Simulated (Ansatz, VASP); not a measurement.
# SiO in VASP and in Ansatz

Contents of POSCAR:

```
SiO
1.0
    2.8069700000      0.0000000000      0.0000000000
    0.0000000000      2.8069700000      0.0000000000
    0.0000000000      0.0000000000      2.8069700000
Si O
1 1
Direct
    0.0000000000      0.0000000000      0.0000000000
    0.5000000000      0.5000000000      0.5000000000
```

Contents of INCAR.step1:

```
  PREC = Accurate
  ENCUT = 600
  EDIFF = 1E-5
  ISMEAR = -1
  SIGMA = 0.05
  LREAL = F
  LASPH = T
  NELM = 100
  ALGO = Normal
  LWAVE = T
  LCHARG = F
  GGA = PE
  NBANDS = 12
```

INCAR.step2

```
  PREC = Accurate
  ENCUT = 600
  EDIFF = 1E-6
  ISMEAR = -1
  SIGMA = 0.05
  LREAL = F
  LASPH = T
  NELM = 100
  ALGO = Normal
  ISIF = 3
  LWAVE = F
  LCHARG = F
  GGA = PE
  LHFCALC = T
  HFSCREEN = 0.2079
  PRECFOCK = Normal
  IBRION = 2
  NSW = 60
  EDIFFG = -0.01
  ISTART = 1
```

The input KPOINTS:

```
Automatic mesh
0
Gamma
  5 5 5
```

Contents of input.yaml:

```yaml
crystal:
  lattice:
    - [2.80697, 0.0, 0.0]
    - [0.0, 2.80697, 0.0]
    - [0.0, 0.0, 2.80697]
  atoms:
    - { symbol: Si, position: [0.0, 0.0, 0.0] }
    - { symbol: O, position: [0.5, 0.5, 0.5] }
hamiltonian:
  xc: hse06
  pseudopotentials: { kind: paw }
kpoints:
  mp_grid: { grid: [5, 5, 5] }
scf:
  occupations: { method: fermi_dirac, width: 0.05 }
output:
  forces: true
  stress: true
  eigenvalues: true
relax:
  f_tol: 0.01
  max_steps: 40
  cell: { stress_tol: 0.05 }
```

Alike in both runs: task relaxation of cell and atoms; functional HSE06; k mesh 5 × 5 × 5; occupations fermi-dirac, width 0.05 eV; no spin polarisation.

|  | VASP | Ansatz |
| --- | --- | --- |
| version | VASP 6.6.1 | Ansatz 0.2.0 |
| potentials or method | VASP PAW PBE potentials, release 64 (Si, O) | Ansatz PAW |
| plane-wave cutoff (eV) | 600 | 420 |
| valence electrons in the cell | 10 | 10 |

```csv
,VASP,Ansatz,Ansatz less VASP
"gap on the k mesh at the Fermi level, each at its own relaxed structure (eV)",0.93,0.94,+0.015
relaxed volume (Å³/atom),10.91,10.93,+0.017
relaxed cell length with the largest relative difference (Å),2.795,2.796,+0.0015
```

The k mesh is coarse, so the values compare programs but aren't converged. Noted on Ansatz's run: odd divisions of the mesh miss points on the zone boundary, where band edges often lie, so the gap on the mesh can be too wide; the plane-wave basis is chosen anew once the cell has moved, so the energies of steps on either side of that aren't comparable.
